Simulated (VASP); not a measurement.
# Y3NbO2 (P6/mmm) in VASP: relaxation of cell and atoms with PBE

Aim: the relaxation of cell and atoms of Y3NbO2 with PBE.

All numbers are computed with VASP 6.6.1; they aren't measurements. Logs are shortened: lines on timing, memory, paths and dates and some standing lists are left out, and cuts for length are marked.

## Step 1: The cell of the first run

Symmetry: P6/mmm, No. 191, hexagonal system. The conventional cell has a = 5.580 Å, b = 5.580 Å, c = 3.778 Å, α = 90.00°, β = 90.00°, γ = 120.00°. Y (site symmetry mmm) has 4 O at 2.48 Å and 4 Y at 2.79 Å and 4 Nb at 3.37 Å within 3.4 Å. Within 4.2 Å of Nb (site symmetry 6/mmm) lie 6 O at 3.22 Å and 12 Y at 3.37 Å and 2 Nb at 3.78 Å. O (site symmetry -6m2) has 6 Y at 2.48 Å and 3 Nb at 3.22 Å and 3 O at 3.22 Å within 3.3 Å.

The cell was generated, and may not be a known phase.

## Step 2: Relaxation of cell and atoms, PBE, collinear spin

The input, INCAR:

```
SYSTEM = Y3NbO2
ALGO     = Normal         ! electronic algorithm
EDIFF    = 1E-6           ! SCF threshold, eV
EDIFFG   = -0.04          ! ionic threshold
ENCUT    = 600            ! plane-wave cutoff, eV
GGA      = PE             ! functional
IBRION   = 2              ! ionic algorithm
ISIF     = 3              ! what is computed and relaxed
ISMEAR   = 0              ! smearing method
ISPIN    = 2              ! spin polarisation
LASPH    = .TRUE.         ! aspherical terms in the spheres
LCHARG   = .FALSE.        ! write CHGCAR
LMAXMIX  = 4              ! l up to which the mixer works
LORBIT   = 11             ! projections on sites
LREAL    = .FALSE.        ! projectors in reciprocal space
LWAVE    = .FALSE.        ! write WAVECAR
MAGMOM   = 0.01 0.01 0.01 1.2 0.03 0.03 ! initial moments
NELM     = 150            ! most SCF steps
NSW      = 90             ! ionic steps
PREC     = Accurate       ! precision mode
SIGMA    = 0.1            ! smearing width, eV
```

The input, KPOINTS:

```
k-points
0
G
  6 6 4
  0 0 0
```

The input, POSCAR:

```
Y3NbO2
1.0
    5.5795858800      0.0000000000      0.0000000000
   -2.7897929400      4.8320631200      0.0000000000
    0.0000000000      0.0000000000      3.7782040800
Y Nb O
3 1 2
Direct
    0.5000000000      0.0000000000      0.5000000000
    0.0000000000      0.5000000000      0.5000000000
    0.5000000000      0.5000000000      0.5000000000
    0.0000000000      0.0000000000      0.0000000000
    0.3333333300      0.6666666700      0.0000000000
    0.6666666700      0.3333333300      0.0000000000
```

Potentials or basis: VASP PAW PBE potentials, release 64 (Y_sv, Nb_sv, O).

Launch:

```console
cat potpaw_PBE.64/Y_sv/POTCAR potpaw_PBE.64/Nb_sv/POTCAR potpaw_PBE.64/O/POTCAR > POTCAR
mpirun -np 1 vasp_std > vasp.out
```

OUTCAR:

```text
SYSTEM = Y3NbO2
   EDIFF = 1E-6
   EDIFFG = -0.04
   ENCUT = 600
   GGA = PE
   IBRION = 2
   ISIF = 3
   ISMEAR = 0
   ISPIN = 2
   LASPH = .TRUE.
   LORBIT = 11
   LREAL = .FALSE.
   NELM = 150
   NSW = 90
   PREC = Accurate

 ion  position               nearest neighbor table
   1  0.500  0.000  0.500-   5 2.48   6 2.48   5 2.48   6 2.48   2 2.79   3 2.79   3 2.79   2 2.79
                             4 3.37   4 3.37   4 3.37   4 3.37
   2  0.000  0.500  0.500-   5 2.48   6 2.48   5 2.48   6 2.48   3 2.79   3 2.79   1 2.79   1 2.79
                             4 3.37   4 3.37   4 3.37   4 3.37
   3  0.500  0.500  0.500-   5 2.48   6 2.48   5 2.48   6 2.48   2 2.79   2 2.79   1 2.79   1 2.79
                             4 3.37   4 3.37   4 3.37   4 3.37
   4  0.000  0.000  0.000-   1 3.37   1 3.37   1 3.37   1 3.37   2 3.37   3 3.37   2 3.37   2 3.37
                             3 3.37   2 3.37   3 3.37   3 3.37
   5  0.333  0.667  0.000-   2 2.48   2 2.48   1 2.48   1 2.48   3 2.48   3 2.48
   6  0.667  0.333  0.000-   2 2.48   2 2.48   1 2.48   1 2.48   3 2.48   3 2.48

  LATTYP: Found a hexagonal cell.
 ALAT       =     5.5795858800
 C/A-ratio  =     0.6771477599

  Lattice vectors:

 A1 = (   5.5795858800,   0.0000000000,   0.0000000000)
 A2 = (  -2.7897929400,   4.8320631200,   0.0000000000)
 A3 = (   0.0000000000,   0.0000000000,   3.7782040800)

Analysis of symmetry for initial positions (statically):
=====================================================================
 Subroutine PRICEL returns:
 Original cell was already a primitive cell.

 Routine SETGRP: Setting up the symmetry group for a
 hexagonal supercell.

 Subroutine GETGRP returns: Found 24 space group operations
 (whereof 24 operations were pure point group operations)
 out of a pool of 24 trial point group operations.

The static configuration has the point symmetry D_6h.

Analysis of symmetry for dynamics (positions and initial velocities):
=====================================================================
 Subroutine PRICEL returns:
 Original cell was already a primitive cell.

 Routine SETGRP: Setting up the symmetry group for a
 hexagonal supercell.

 Subroutine GETGRP returns: Found 24 space group operations
 (whereof 24 operations were pure point group operations)
 out of a pool of 24 trial point group operations.

The dynamic configuration has the point symmetry D_6h.

Analysis of structural, dynamic, and magnetic symmetry:
=====================================================================
 Subroutine PRICEL returns:
 Original cell was already a primitive cell.

 Routine SETGRP: Setting up the symmetry group for a
 hexagonal supercell.

 Subroutine GETGRP returns: Found 24 space group operations
 (whereof 24 operations were pure point group operations)
 out of a pool of 24 trial point group operations.

The overall configuration has the point symmetry D_6h.

 Subroutine INISYM returns: Found 24 space group operations
 (whereof 24 operations are pure point group operations),
 and found     1 'primitive' translations

----------------------------------------------------------------------------------------

                                     Primitive cell

  volume of cell :     101.8638

  direct lattice vectors                    reciprocal lattice vectors
     5.579585880  0.000000000  0.000000000     0.179224771  0.103475470  0.000000000
    -2.789792940  4.832063120  0.000000000     0.000000000  0.206950939  0.000000000
     0.000000000  0.000000000  3.778204080     0.000000000  0.000000000  0.264676015

  length of vectors
     5.579585880  5.579585885  3.778204080     0.206950939  0.206950939  0.264676015

  position of ions in fractional coordinates (direct lattice)
     0.500000000  0.000000000  0.500000000
     1.000000000  0.500000000  0.500000000
     0.500000000  0.500000000  0.500000000
     0.000000000  0.000000000  0.000000000
     0.333333330  0.666666670  0.000000000
     0.666666670  0.333333330  0.000000000

[... 39 lines left out ...]
  0.333333 -0.000000  0.000000      6.000000
  0.500000 -0.000000  0.000000      3.000000
  0.166667  0.166667  0.000000      6.000000
  0.333333  0.166667  0.000000     12.000000
[... 13 lines left out ...]
  0.333333  0.166667  0.500000     12.000000
  0.333333  0.333333  0.500000      2.000000
   k-points           NKPTS =     21   k-points in BZ     NKDIM =     21   number of bands    NBANDS=     35
   number of dos      NEDOS =    301   number of ions     NIONS =      6
   total plane-waves  NPLWV =  69120
   dimension x,y,z NGX =    48 NGY =   48 NGZ =   30
   dimension x,y,z NGXF=    96 NGYF=   96 NGZF=   60
   ions per type =               3   1   2
   NGX,Y,Z   is equivalent  to a cutoff of  14.30, 14.30, 13.20 a.u.
   NGXF,Y,Z  is equivalent  to a cutoff of  28.60, 28.60, 26.40 a.u.
 SYSTEM =  Y3NbO2
   PREC   = accura    normal or accurate (medium, high low for compatibility)
   ISTART =      0    job   : 0-new  1-cont  2-samecut
   ICHARG =      2    charge: 1-file 2-atom 10-const
   ISPIN  =      2    spin polarized calculation?
   LNONCOLLINEAR =      F non collinear calculations
   LSORBIT =      F    spin-orbit coupling
   LASPH  =      T    aspherical Exc in radial PAW
   ENCUT  =  600.0 eV  44.10 Ry    6.64 a.u.  11.14 11.14  7.55*2*pi/ulx,y,z
   NELM   =    150;   NELMIN=  2; NELMDL= -5     # of ELM steps
   EDIFF  = 0.1E-05   stopping-criterion for ELM
   LREAL  =      F    real-space projection
   EDIFFG = -.4E-01   stopping-criterion for IOM
   NSW    =     90    number of steps for IOM
   IBRION =      2    ionic relax: 0-MD 1-quasi-New 2-CG
   NFREE  =      1    steps in history (QN), initial steepest desc. (CG)
   ISIF   =      3    stress and relaxation
   ISYM   =      2    0-nonsym 1-usesym 2-fastsym
   POTIM  = 0.5000    time-step for ionic-motion
   TEBEG  =    0.0;   TEEND  =   0.0 temperature during run
   PSTRESS=    0.0 pullay stress
   NELECT =      58.0000    total number of electrons
   NUPDOWN=      -1.0000    fix difference up-down
   EMIN   =  10.00;   EMAX   =-10.00  energy-range for DOS
   EFERMI =   0.00;   METHOD = LEGACY
   ISMEAR =     0;   SIGMA  =   0.10  broadening in eV -4-tet -1-fermi 0-gaus
   EFERMI_NEDOS =   21; number of points for ismear=-14 and -15
   IALGO  =     38    algorithm
   IMIX   =      4    mixing-type and parameters
     AMIX     =   0.40;   BMIX     =  1.00
     AMIX_MAG =   1.60;   BMIX_MAG =  1.00
  volume/ion in A,a.u.               =      16.98       114.57
  Fermi-wavevector in a.u.,A,eV,Ry     =   1.356889  2.564148 25.050318  1.841146
  Thomas-Fermi vector in A             =   2.483854
   LORBIT       =     11    0 simple, 1 ext, 2 COOP (PROOUT), +10 PAW based schemes
   GGA     = PE    functional components
   LHFCALC =     F    Hartree Fock is set to
   AEXX    =    0.0000 exact exchange contribution
   IVDW    =     0    specifies the selected vdW correction
   LEPSILON=     F    determine dielectric tensor
   LRPA    =     F    only Hartree local field effects (RPA)
 conjugate gradient relaxation of ions
 spin polarized calculation
 Gauss-broadening in eV      SIGMA  =   0.10
  energy-cutoff  :      600.00
  volume of cell :      101.86
 maximum number of plane-waves:      3423
 NGX is ok and might be reduce to    48
   NGX = 23   NGY = 23   NGZ = 15

--------------------------------------- Ionic step        1  -------------------------------------------

 number of electron      58.0000011 magnetization       0.0028620

 number of electron      58.0000011 magnetization      -0.0001656

 Free energy of the ion-electron system (eV)
  ---------------------------------------------------
  ext. energy  EPLUGINS =         0.00000000
  ---------------------------------------------------
  free energy    TOTEN  =       -42.96500788 eV

  energy without entropy =      -42.93043190  energy(sigma->0) =      -42.94771989

------------------------ aborting loop because EDIFF is reached ----------------------------------------

  FORCE on cell =-STRESS in cart. coord.  units (eV):
  Direction    XX          YY          ZZ          XY          YZ          ZX
  --------------------------------------------------------------------------------------
  -------------------------------------------------------------------------------------
  Total       12.8454389     12.8454389    -13.8049768     -0.0000000      0.0000000      0.0000000
  in kB      202.0410199    202.0410204   -217.1332266     -0.0000000      0.0000000      0.0000000
  external PRESSURE =      62.3162712 kB  Pullay stress =       0.0000000 kB
[... 105 lines left out ...]
  FREE ENERGIE OF THE ION-ELECTRON SYSTEM (eV)
  ---------------------------------------------------
  free  energy   TOTEN  =       -47.7935611994 eV

  energy  without entropy=      -47.7377222403  energy(sigma->0) =      -47.76564172

[... ionic steps 4 to 7 ...]

--------------------------------------- Ionic step        8  -------------------------------------------

 number of electron      58.0000011 magnetization       0.0008971

 number of electron      58.0000011 magnetization      -0.0001113
[... 79 lines left out ...]
 number of electron      58.0000011 magnetization      -0.0081812

 number of electron      58.0000011 magnetization       0.0002319

 Free energy of the ion-electron system (eV)
  ---------------------------------------------------
  ext. energy  EPLUGINS =         0.00000000
  ---------------------------------------------------
  free energy    TOTEN  =       -48.08573351 eV

  energy without entropy =      -48.04334266  energy(sigma->0) =      -48.06453809

 E-fermi :   5.8078     XC(G=0): -10.9295

 val. band max:        5.7681078969   @ k =   0.1667   0.1667   0.2500
 cond. band min:       5.8210915918   @ k =   0.3333   0.1667   0.0000
 fundamental gap:      0.0529836949
 Fermi energy:         5.8077574422

 spin component 1

 k-point     1 :       0.0000    0.0000    0.0000
  band No.  band energies     occupation
      1     -48.9374      1.00000
      2     -36.9153      1.00000
      3     -36.8000      1.00000
      4     -36.8000      1.00000
      5     -24.9048      1.00000
      6     -24.9048      1.00000
[... 787 lines left out ...]
     34       8.8033      0.00000
     35       8.8033      0.00000
 Fermi energy:         5.8077574422

 spin component 2

 k-point     1 :       0.0000    0.0000    0.0000
  band No.  band energies     occupation
      1     -48.9373      1.00000
      2     -36.9153      1.00000
      3     -36.8000      1.00000
      4     -36.8000      1.00000
      5     -24.9047      1.00000
      6     -24.9047      1.00000
[... 820 lines left out ...]
  FREE ENERGIE OF THE ION-ELECTRON SYSTEM (eV)
  ---------------------------------------------------
  free  energy   TOTEN  =       -48.0857335135 eV

  energy  without entropy=      -48.0433426615  energy(sigma->0) =      -48.06453809

 reached required accuracy - stopping structural energy minimisation

 total charge

# of ion       s       p       d       f       tot
--------------------------------------------------
    1        2.204   6.357   1.183   0.074   9.817
    2        2.204   6.357   1.183   0.074   9.817
    3        2.204   6.357   1.183   0.074   9.817
    4        2.195   5.938   2.398   0.000  10.530
    5        1.558   3.476   0.000   0.000   5.035
    6        1.558   3.476   0.000   0.000   5.035
--------------------------------------------------
tot         11.923  31.961   5.946   0.221  50.051

 magnetization (x)

# of ion       s       p       d       f       tot
--------------------------------------------------
    1        0.000   0.000   0.000   0.000   0.000
    2        0.000   0.000   0.000   0.000   0.000
    3        0.000   0.000   0.000   0.000   0.000
    4       -0.000   0.000   0.000   0.000   0.000
    5        0.000   0.000   0.000   0.000   0.000
    6        0.000   0.000   0.000   0.000   0.000
--------------------------------------------------
tot          0.000   0.000   0.000   0.000   0.000
```

Run time: 40 min. Hardware: 1 thread of Oxide Virtual Turin-like, shared host; peak memory 0.4 GiB.

Results:

- Free energy: -48.0857 eV
- Relaxed volume: 18.17 Å³/atom
- Relaxed cell: a = 6.556 Å, b = 6.556 Å, c = 2.928 Å, α = 90.00°, β = 90.00°, γ = 120.00°
- Space group after relaxing (to 0.1 Å): P6/mmm (No. 191)
- Energy gained by relaxing: 853.5 meV/atom
- Ionic steps: 10
- Pressure after relaxing: 0.1 GPa
- Band gap on the k mesh: zero (filled and empty bands overlap)
- Net moment: 0.00 μB per cell
- Valence electrons inside the program's atomic spheres: Y 9.82; Nb 10.53; O 5.04

The path:
| step | energy change (eV) | largest force (eV/Å) | pressure (GPa) | volume (Å³) |
| --- | --- | --- | --- | --- |
| 1 | 0.0000 | 0.0000 | 6.23 | 101.86 |
| 2 | -3.7460 | 0.0000 | -0.77 | 110.23 |
| 3 | -4.8286 | 0.0000 | -3.91 | 113.55 |
| 4 | -3.5475 | 0.0000 | -4.00 | 116.66 |
| 5 | -5.0039 | 0.0000 | -4.85 | 114.56 |
| 6 | -5.0159 | 0.0000 | -4.95 | 114.72 |
| 7 | -5.0259 | 0.0000 | 5.09 | 104.58 |
| 8 | -5.1199 | 0.0000 | -0.28 | 109.38 |
| 9 | -5.1199 | 0.0000 | -0.17 | 109.27 |
| 10 | -5.1207 | 0.0000 | 0.11 | 109.00 |

Final structure:
```
Y Nb O
1.0
     6.55588    0.00000    0.00000
    -3.27794    5.67756    0.00000
     0.00000    0.00000    2.92849
Y Nb O
3 1 2
Direct
  0.50000 0.00000 0.50000
  0.00000 0.50000 0.50000
  0.50000 0.50000 0.50000
  0.00000 0.00000 0.00000
  0.33333 0.66667 0.00000
  0.66667 0.33333 0.00000
```

Levels at points of the mesh, in eV from the Fermi level:
Spin up:
| k point | band 26 | band 27 | band 28 | band 29 | band 30 | band 31 | band 32 | band 33 |
| --- | --- | --- | --- | --- | --- | --- | --- | --- |
| (0.00, 0.00, 0.00) | -1.71 | -1.08 | -1.08 | -0.70 | 0.03 | 0.03 | 1.25 | 1.25 |
| (0.50, 0.00, 0.00) | -1.58 | -1.22 | -0.69 | -0.53 | -0.21 | -0.13 | 0.41 | 0.59 |
| (0.00, 0.00, 0.50) | -1.07 | -0.47 | -0.26 | -0.26 | 0.24 | 0.64 | 0.64 | 1.08 |
| (0.50, 0.00, 0.50) | -1.41 | -1.13 | -0.22 | 0.38 | 0.78 | 0.80 | 1.44 | 2.45 |
Spin down:
```
           k point  band 27  band 28  band 29  band 30  band 31  band 32
(0.00, 0.00, 0.00)    -1.08    -1.08    -0.70     0.03     0.03     1.25
(0.50, 0.00, 0.00)    -1.22    -0.69    -0.53    -0.21    -0.13     0.41
(0.00, 0.00, 0.50)    -0.47    -0.26    -0.26     0.24     0.64     0.64
(0.50, 0.00, 0.50)    -1.13    -0.22     0.38     0.78     0.80     1.44
```

Caveat: the k points lie up to 0.54 Å⁻¹ apart in the final cell, too coarse for converged energies and pressures of a metal; a cell axis changed by over 15 % at a fixed basis, so the end point is rough.

The gap in the log of VASP goes by the Fermi energy; the results here count the filled bands.